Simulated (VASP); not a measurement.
# KBr (Immm) in VASP: single point with r2SCAN

Aim: the single point of KBr with r2SCAN.

Program: VASP 6.6.1. These are calculated values, not measurements. Logs are shortened: lines on timing, memory, paths and dates and some standing lists are left out, and cuts for length are marked.

## 1. The cell of the first run

The structure is orthorhombic, space group Immm (No. 71). The conventional cell has a = 4.547 Å, b = 4.793 Å, c = 6.604 Å, α = 90.00°, β = 90.00°, γ = 90.00°. Within 4.3 Å of K (site symmetry mmm) lie 6 Br at 3.30 Å. Br (site symmetry mmm) has 6 K at 3.30 Å within 4.3 Å.

## 2. Single point, r2SCAN (shear xy strain +5.2%)

The input, POSCAR:

```
KBr
1.0
    0.0866840053      3.3022478201      3.3022478201
    3.3022478201      0.0866840053      3.3022478201
    3.3889318254      3.3889318254      0.0000000000
K Br
1 1
Direct
    0.0000000000      0.0000000000      0.0000000000
    0.5000000000      0.5000000000      0.5000000000
```

The input, INCAR.step1:

```
SYSTEM = KBr
  ALGO = Normal
  EDIFF = 1E-4
  ENCUT = 520
  GGA = PE
  ISMEAR = 0
  LASPH = .TRUE.
  LCHARG = .FALSE.
  LREAL = .FALSE.
  LWAVE = .TRUE.
  NBANDS = 15
  NELM = 100
  PREC = Accurate
  SIGMA = 0.01
```

The input, INCAR.step2:

```
SYSTEM = KBr
  ALGO = Normal
  EDIFF = 1E-7
  ENCUT = 520
  ISIF = 2
  ISMEAR = 0
  ISTART = 1
  LASPH = .TRUE.
  LCHARG = .FALSE.
  LMIXTAU = .TRUE.
  LREAL = .FALSE.
  LWAVE = .FALSE.
  METAGGA = R2SCAN
  NBANDS = 15
  NELM = 100
  PREC = Accurate
  SIGMA = 0.01
```

The input, KPOINTS:

```
k-points
0
G
  6 6 6
  0 0 0
```

Potentials or basis: VASP PAW PBE potentials, release 64 (K_sv, Br).

On the command line:

```console
cat potpaw_PBE.64/K_sv/POTCAR potpaw_PBE.64/Br/POTCAR > POTCAR
cp INCAR.step1 INCAR
mpirun -np 1 vasp_std > vasp.out
cp INCAR.step2 INCAR
mpirun -np 1 vasp_std > vasp.out
```

OUTCAR:

```text
SYSTEM = KBr
   EDIFF = 1E-7
   ENCUT = 520
   ISIF = 2
   ISMEAR = 0
   ISTART = 1
   LASPH = .TRUE.
   LREAL = .FALSE.
   METAGGA = R2SCAN
   NELM = 100
   PREC = Accurate

 ion  position               nearest neighbor table
   1  0.000  0.000  0.000-   2 3.30   2 3.30
   2  0.500  0.500  0.500-   1 3.30   1 3.30

  LATTYP: Found a body centered orthorhombic cell.
 ALAT       =     4.5474939576
 B/A-ratio  =     1.0539152760
 C/A-ratio  =     1.4523374196

  Lattice vectors:

 A1 = (   3.3022478201,   0.0866840053,  -3.3022478201)
 A2 = (  -3.3022478201,  -0.0866840053,  -3.3022478201)
 A3 = (   0.0866840053,   3.3022478201,   3.3022478201)

Analysis of symmetry for initial positions (statically):
=====================================================================
 Subroutine PRICEL returns:
 Original cell was already a primitive cell.

 Routine SETGRP: Setting up the symmetry group for a
 body centered orthorhombic supercell.

 Subroutine GETGRP returns: Found  8 space group operations
 (whereof  8 operations were pure point group operations)
 out of a pool of  8 trial point group operations.

The static configuration has the point symmetry D_2h.

Analysis of symmetry for dynamics (positions and initial velocities):
=====================================================================
 Subroutine PRICEL returns:
 Original cell was already a primitive cell.

 Routine SETGRP: Setting up the symmetry group for a
 body centered orthorhombic supercell.

 Subroutine GETGRP returns: Found  8 space group operations
 (whereof  8 operations were pure point group operations)
 out of a pool of  8 trial point group operations.

The dynamic configuration has the point symmetry D_2h.

 Subroutine INISYM returns: Found  8 space group operations
 (whereof  8 operations are pure point group operations),
 and found     1 'primitive' translations

----------------------------------------------------------------------------------------

                                     Primitive cell

  volume of cell :      71.9713

  direct lattice vectors                    reciprocal lattice vectors
     0.086684005  3.302247820  3.302247820    -0.155493726  0.155493726  0.151412016
     3.302247820  0.086684005  3.302247820     0.155493726 -0.155493726  0.151412016
     3.388931825  3.388931825  0.000000000     0.147539114  0.147539114 -0.151412016

  length of vectors
     4.670888079  4.670888079  4.792673349     0.266987259  0.266987259  0.257800658

  position of ions in fractional coordinates (direct lattice)
     0.000000000  0.000000000  0.000000000
     0.500000000  0.500000000  0.500000000

  ion indices of the primitive-cell ions
   primitive index   ion index
                 1           1
                 2           2

----------------------------------------------------------------------------------------

 KPOINTS: k-points

Automatic generation of k-mesh.
 Grid dimensions read from file:
 generate k-points for:    6    6    6

 Generating k-lattice:

  Cartesian coordinates                     Fractional coordinates (reciprocal lattice)
    -0.025915621  0.025915621  0.025235336     0.166666667  0.000000000  0.000000000
     0.025915621 -0.025915621  0.025235336     0.000000000  0.166666667  0.000000000
     0.024589852  0.024589852 -0.025235336    -0.000000000 -0.000000000  0.166666667

  Length of vectors
     0.044497877  0.044497877  0.042966776

  Shift w.r.t. Gamma in fractional coordinates (k-lattice)
     0.000000000  0.000000000  0.000000000

 Subroutine IBZKPT returns following result:
 ===========================================

 Found     46 irreducible k-points:

 Following reciprocal coordinates:
            Coordinates               Weight
  0.000000  0.000000  0.000000      1.000000
  0.166667  0.000000  0.000000      4.000000
  0.333333 -0.000000  0.000000      4.000000
  0.500000  0.000000  0.000000      2.000000
  0.166667  0.166667  0.000000      2.000000
  0.333333  0.166667  0.000000      4.000000
[... 16 lines left out ...]
 -0.166667  0.333333  0.166667      4.000000
  0.500000  0.500000  0.166667      4.000000
 [... further k-points ...]
   k-points           NKPTS =     46   k-points in BZ     NKDIM =     46   number of bands    NBANDS=     15
   number of dos      NEDOS =    301   number of ions     NIONS =      2
   total plane-waves  NPLWV =  46656
   dimension x,y,z NGX =    36 NGY =   36 NGZ =   36
   dimension x,y,z NGXF=    72 NGYF=   72 NGZF=   72
   ions per type =               1   1
   NGX,Y,Z   is equivalent  to a cutoff of  12.81, 12.81, 12.49 a.u.
   NGXF,Y,Z  is equivalent  to a cutoff of  25.63, 25.63, 24.98 a.u.
 SYSTEM =  KBr
   PREC   = accura    normal or accurate (medium, high low for compatibility)
   ISTART =      1    job   : 0-new  1-cont  2-samecut
   ICHARG =      0    charge: 1-file 2-atom 10-const
   ISPIN  =      1    spin polarized calculation?
   LNONCOLLINEAR =      F non collinear calculations
   LSORBIT =      F    spin-orbit coupling
   LASPH  =      T    aspherical Exc in radial PAW
   ENCUT  =  520.0 eV  38.22 Ry    6.18 a.u.   8.68  8.68  8.91*2*pi/ulx,y,z
   NELM   =    100;   NELMIN=  2; NELMDL=  0     # of ELM steps
   EDIFF  = 0.1E-06   stopping-criterion for ELM
   LREAL  =      F    real-space projection
   EDIFFG = 0.1E-05   stopping-criterion for IOM
   NSW    =      0    number of steps for IOM
   IBRION =     -1    ionic relax: 0-MD 1-quasi-New 2-CG
   NFREE  =      0    steps in history (QN), initial steepest desc. (CG)
   ISIF   =      2    stress and relaxation
   ISYM   =      2    0-nonsym 1-usesym 2-fastsym
   POTIM  = 0.5000    time-step for ionic-motion
   TEBEG  =    0.0;   TEEND  =   0.0 temperature during run
   PSTRESS=    0.0 pullay stress
   NELECT =      16.0000    total number of electrons
   NUPDOWN=      -1.0000    fix difference up-down
   EMIN   =  10.00;   EMAX   =-10.00  energy-range for DOS
   EFERMI =   0.00;   METHOD = LEGACY
   ISMEAR =     0;   SIGMA  =   0.01  broadening in eV -4-tet -1-fermi 0-gaus
   EFERMI_NEDOS =   21; number of points for ismear=-14 and -15
   IALGO  =     38    algorithm
   IMIX   =      4    mixing-type and parameters
     AMIX     =   0.40;   BMIX     =  1.00
     AMIX_MAG =   1.60;   BMIX_MAG =  1.00
  volume/ion in A,a.u.               =      35.99       242.84
  Fermi-wavevector in a.u.,A,eV,Ry     =   0.991733  1.874104 13.381809  0.983535
  Thomas-Fermi vector in A             =   2.123496
   LORBIT       =      0    0 simple, 1 ext, 2 COOP (PROOUT), +10 PAW based schemes
   METAGGA = R2SCAN    functional components
   LHFCALC =     F    Hartree Fock is set to
   AEXX    =    0.0000 exact exchange contribution
   IVDW    =     0    specifies the selected vdW correction
   LEPSILON=     F    determine dielectric tensor
   LRPA    =     F    only Hartree local field effects (RPA)
 non-spin polarized calculation
 Gauss-broadening in eV      SIGMA  =   0.01
  energy-cutoff  :      520.00
  volume of cell :       71.97
 maximum number of plane-waves:      1958
   NGX = 17   NGY = 17   NGZ = 17

 number of electron      16.0000001 magnetization

 Free energy of the ion-electron system (eV)
  ---------------------------------------------------
  ext. energy  EPLUGINS =         0.00000000
  ---------------------------------------------------
  free energy    TOTEN  =       -23.24536776 eV

  energy without entropy =      -23.24536776  energy(sigma->0) =      -23.24536776

 E-fermi :  -2.0002     XC(G=0):  -7.7436

 val. band max:       -2.0860942648   @ k =   0.0000   0.0000   0.0000
 cond. band min:       2.9165767555   @ k =   0.0000   0.0000   0.0000
 fundamental gap:      5.0026710203
 Fermi energy:        -2.0002131703

 k-point     1 :       0.0000    0.0000    0.0000
  band No.  band energies     occupation
      1     -31.0451      2.00000
      2     -14.8764      2.00000
      3     -13.7540      2.00000
      4     -13.7506      2.00000
      5     -13.7471      2.00000
      6      -2.2048      2.00000
      7      -2.1530      2.00000
      8      -2.0861      2.00000
      9       2.9166      0.00000
     10       5.8692      0.00000
     11       6.0900      0.00000
     12       6.3068      0.00000
     13       7.0650      0.00000
     14       7.0802      0.00000
     15       9.9022      0.00000

 k-point     2 :       0.1667    0.0000    0.0000
  band No.  band energies     occupation
      1     -31.0436      2.00000
      2     -14.9207      2.00000
      3     -13.7541      2.00000
      4     -13.7479      2.00000
      5     -13.6889      2.00000
      6      -2.4739      2.00000
      7      -2.2964      2.00000
      8      -2.2233      2.00000
      9       3.5782      0.00000
     10       5.9856      0.00000
     11       6.2215      0.00000
     12       6.5138      0.00000
     13       7.4297      0.00000
     14       7.4496      0.00000
     15      10.9881      0.00000

 k-point     3 :       0.3333   -0.0000    0.0000
  band No.  band energies     occupation
      1     -31.0406      2.00000
      2     -14.9980      2.00000
      3     -13.7585      2.00000
      4     -13.7495      2.00000
      5     -13.5719      2.00000
      6      -3.0576      2.00000
      7      -2.4691      2.00000
      8      -2.3997      2.00000
      9       4.6384      0.00000
     10       6.2287      0.00000
     11       7.1631      0.00000
     12       7.4482      0.00000
     13       8.2972      0.00000
     14       8.4145      0.00000
     15      10.2869      0.00000
[... 343 lines left out ...]
 k-point    23 :      -0.1667    0.3333    0.1667
  band No.  band energies     occupation
      1     -31.0389      2.00000
      2     -14.9192      2.00000
      3     -13.7872      2.00000
      4     -13.7635      2.00000
      5     -13.6487      2.00000
      6      -3.0250      2.00000
      7      -2.5353      2.00000
      8      -2.5118      2.00000
      9       5.1695      0.00000
     10       5.6152      0.00000
     11       7.4600      0.00000
     12       8.1749      0.00000
     13       8.5557      0.00000
     14       8.6397      0.00000
     15       9.7779      0.00000

 k-point    24 :       0.5000    0.5000    0.1667
  band No.  band energies     occupation
      1     -31.0387      2.00000
      2     -14.8592      2.00000
      3     -13.8069      2.00000
      4     -13.7793      2.00000
      5     -13.7058      2.00000
      6      -2.9691      2.00000
      7      -2.6240      2.00000
      8      -2.3608      2.00000
      9       4.6326      0.00000
     10       6.0232      0.00000
     11       7.4992      0.00000
     12       8.2687      0.00000
     13       8.4252      0.00000
     14       9.1112      0.00000
     15       9.5499      0.00000

 [... further k-points ...]

------------------------ aborting loop because EDIFF is reached ----------------------------------------

  FORCE on cell =-STRESS in cart. coord.  units (eV):
  Direction    XX          YY          ZZ          XY          YZ          ZX
  --------------------------------------------------------------------------------------
  -------------------------------------------------------------------------------------
  Total        0.0142253      0.0142253      0.0056782     -0.1253081      0.0000000      0.0000000
  in kB        0.3166737      0.3166737      0.1264041     -2.7895239      0.0000000      0.0000000
  external PRESSURE =       0.2532505 kB  Pullay stress =       0.0000000 kB

 VOLUME and BASIS-vectors are now :
 -----------------------------------------------------------------------------
  energy-cutoff  :      520.00
  volume of cell :       71.97
      direct lattice vectors                 reciprocal lattice vectors
     0.086684005  3.302247820  3.302247820    -0.155493726  0.155493726  0.151412016
     3.302247820  0.086684005  3.302247820     0.155493726 -0.155493726  0.151412016
     3.388931825  3.388931825  0.000000000     0.147539114  0.147539114 -0.151412016

 POSITION                                       TOTAL-FORCE (eV/Angst)
 -----------------------------------------------------------------------------------
      0.00000      0.00000      0.00000        -0.000000      0.000000     -0.000000
      3.38893      3.38893      3.30225         0.000000     -0.000000      0.000000
 -----------------------------------------------------------------------------------
    total drift:                                0.000000      0.000000      0.000000

  FREE ENERGIE OF THE ION-ELECTRON SYSTEM (eV)
  ---------------------------------------------------
  free  energy   TOTEN  =       -23.2453677601 eV

  energy  without entropy=      -23.2453677601  energy(sigma->0) =      -23.24536776
```

Run time: 1.7 min. Hardware: 1 thread of Intel Xeon 6975P-C (Granite Rapids), shared host; peak memory 0.24 GiB.

Results:

```yaml
Free_energy: -23.2454 eV
Pressure: 0.0 GPa
Band_gap_on_the_k_mesh: 5.00 eV, direct
```

Caveat: the cell differs from its parent crystal (shear xy strain +5.2%); the PAW data sets were made with another functional, which shifts forces and pressure a little.
